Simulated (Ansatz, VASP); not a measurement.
# Two plane-wave programs on WC

```xyz
2
Lattice="2.8810 0.0000 0.0000 -1.4405 2.4950 0.0000 0.0000 0.0000 2.8100" Properties=species:S:1:pos:R:3 pbc="T T T"
W     0.0000    0.0000    0.0000
C     1.4405    0.8317    1.4050
```

Change from the starting cell: volume scaled by 0.98, PAW files.

Alike in both runs: task electric field gradients; functional PBE; k mesh 13 × 13 × 12; occupations fermi-dirac, width 0.05 eV; no spin polarisation.

|  | VASP | Ansatz |
| --- | --- | --- |
| version | VASP 6.6.1 | Ansatz 0.2.0 |
| potentials or method | VASP PAW PBE potentials, release 64 (W_sv, C) | PAW with Ansatz's default frozen-core files, scalar-relativistic |
| plane-wave cutoff (eV) | 520 | 420 |
| valence electrons in the cell | 18 | 18 |

Ansatz gave:

| Property | Result |
| --- | --- |
| pressure (GPa) | 17.3 |
| traceless stress, the component that is largest in VASP (GPa) | 0.94 |
| size of Vzz on the site where it differs most (V/Å²) | 149.0 |

Question: Estimate VASP's values.

Answer: Pressure (GPa): 18.5; traceless stress, the component that is largest in VASP (GPa): 1.17; size of Vzz on the site where it differs most (V/Å²): 153.0.

With one functional, cell and mesh, what is left measures potentials, basis and numerics.

Neither program's run includes spin-orbit coupling.
